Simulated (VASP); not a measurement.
Wanted: the native input for a VASP 6.6.1 run.

```yaml
Task: single point
Functional: PBEsol
Dispersion: D4
Potentials_or_basis: VASP PAW PBE potentials, release 64 (Hf_pv)
Cutoff: 500 eV
k_mesh: 15 × 15 × 8
Occupations: gaussian, width 0.1 eV
Spin: no spin polarisation
Dipole_correction: no
Further_INCAR_settings: ALGO = Normal; EDIFF = 1e-06; NBANDS = 17
```

The structure of Hf lies in POSCAR:

```
Hf
1.0
    3.1519692842      0.0000000000      0.0000000000
   -1.5759846421      2.7296854721      0.0000000000
    0.0000000000      0.0000000000      4.9826085315
Hf
2
Direct
    0.3333333333      0.6666666667      0.2500000000
    0.6666666667      0.3333333333      0.7500000000
```

These files were run (other wordings do the same):

INCAR

```
ALGO = Normal
EDIFF = 1E-6
ENCUT = 500
GGA = PS
GGA_COMPAT = F
ISIF = 2
ISMEAR = 0
IVDW = 13
LASPH = T
LCHARG = F
LREAL = F
LWAVE = F
NBANDS = 17
NELM = 120
PREC = Accurate
SIGMA = 0.1
```

KPOINTS

```
k-points
0
Gamma
  15 15 8
```

Potentials or basis: VASP PAW PBE potentials, release 64 (Hf_pv).

The run is started by

```console
$ cat potpaw_PBE.64/Hf_pv/POTCAR > POTCAR
$ mpirun -np 1 vasp_std > vasp.out
```

Results of the run:

```json
{"Pressure": "-0.4 GPa", "Band gap on the k mesh": "zero (bands 10 and 11 overlap by 1.61 eV)", "Dispersion energy per atom": "-0.128 eV"}
```

Caveat: the PAW data sets were made with another functional, which shifts forces and pressure a little; spin-orbit coupling is left out, which moves the levels of the heavy elements.

Wall time 30 s on 1 thread of Intel(R) Xeon(R) Platinum 8559C (Emerald Rapids), on a shared host, peak memory 0.21 GiB.
